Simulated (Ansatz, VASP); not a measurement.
One calculation of Ru, two programs

```
Ru
1.0
     2.67353    0.00000    0.00000
    -1.33677    2.31535    0.00000
     0.00000    0.00000    4.22728
Ru
2
Direct
  0.33333 0.66667 0.75000
  0.66667 0.33333 0.25000
```

Alike in both runs: functional LDA; k mesh 18 × 18 × 10; occupations gaussian, width 0.05 eV; no spin polarisation.

Ansatz relaxed the structure, and its values are those at the end. VASP's run is a single point on that final structure, the one shown.

|  | VASP | Ansatz |
| --- | --- | --- |
| version | VASP 6.6.1 | Ansatz 0.2.0 |
| potentials or method | VASP PAW LDA potentials, release 64 (Ru_sv), cutoff 600 eV | scalar-relativistic, plane waves, PAW |
| valence electrons in the cell | 32 | 32 |

VASP gave:

```
pressure (GPa) : 0.7
```

Q: Which values does Ansatz return?

A: Pressure (GPa): 0.0.

LDA's correlation is that of Perdew and Zunger in VASP and of Perdew and Wang (1992) in Ansatz.
